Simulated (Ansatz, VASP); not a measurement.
# C in VASP and in Ansatz

```
C
1.0
     0.00000    2.18329    3.41078
     1.26136    0.00000    3.41078
     1.26136    2.18329    0.00000
C
2
Cartesian
  1.2614 0.8305 3.4108
  1.2614 3.5361 3.4108
```

Alike in both runs: task single point; functional PBEsol; dispersion D3(BJ); k mesh 16 × 16 × 16; occupations gaussian, width 0.03 eV; no spin polarisation.

|  | VASP | Ansatz |
| --- | --- | --- |
| version | VASP 6.6.1 | Ansatz 0.2.0 |
| potentials or method | VASP PAW PBE potentials, release 64 (C), cutoff 520 eV | scalar-relativistic, plane waves, PAW |
| valence electrons in the cell | 8 | 8 |

```csv
,VASP,Ansatz,Ansatz less VASP
gap on the k mesh at the Fermi level (eV),none,none,-
pressure (GPa),-7.0,-7.5,-0.46
"traceless stress, the component that is largest in VASP (GPa)",-12.65,-12.49,+0.155
rms of the force components (eV/Å),3.922,3.909,-0.0132
```

VASP's potentials were made for PBE, not for PBEsol, and Ansatz warns of the same on its side. Atom by atom the forces differ by 0.013 eV/Å (rms over components). A gap of «none» marks a metal or a gap that the smearing closes.
